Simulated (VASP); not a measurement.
Write the native input for VASP 6.6.1 that does the following.

* Task: single point
* Functional: LDA
* Potentials or basis: VASP PAW LDA potentials, release 64 (C_h)
* Cutoff: 1300 eV
* k mesh: 20 × 20 × 20
* Occupations: fermi-dirac, width 0.1 eV
* Spin: no spin polarisation
* Dipole correction: no
* Further INCAR settings: ALGO = Normal; EDIFF = 1e-06; NBANDS = 8

The structure of C lies in POSCAR:

```
C
1.0
    1.7443222539      0.0000000000      0.0000000000
    0.0000000000      1.7443222539      0.0000000000
    0.0000000000      0.0000000000      1.7443222539
C
1
Direct
    0.0000000000      0.0000000000      0.0000000000
```

One way to write it, as run:

INCAR

```
PREC     = Accurate       # precision mode
ENCUT    = 1300           # plane-wave cutoff, eV
EDIFF    = 1E-6           # SCF threshold, eV
ISMEAR   = -1             # smearing method
SIGMA    = 0.1            # smearing width, eV
LREAL    = False          # projectors in reciprocal space
LASPH    = True           # aspherical terms in the spheres
NELM     = 120            # most SCF steps
ALGO     = Normal         # electronic algorithm
ISIF     = 2              # what is computed and relaxed
LWAVE    = False          # write WAVECAR
LCHARG   = True           # write CHGCAR
GGA      = CA             # functional
LELF     = True           # ELF
LVHAR    = True         
NBANDS   = 8              # bands
GGA_COMPAT= False
```

KPOINTS

```
regular mesh
0
Gamma
  20 20 20
```

Potentials or basis: VASP PAW LDA potentials, release 64 (C_h).

Run with:

```sh
$ cat potpaw_LDA.64/C_h/POTCAR > POTCAR
$ mpirun -np 1 vasp_std > vasp.out
```

It gave:

```json
{
  "Pressure": "3.3 GPa",
  "Band gap on the k mesh": "zero (bands 2 and 3 overlap by 11.83 eV)"
}
```

Caveat: the cell stands under pressure.

It took 18 s on 1 thread of Intel(R) Xeon(R) Platinum 8488C (Sapphire Rapids) (shared host), peak memory 0.15 GiB.
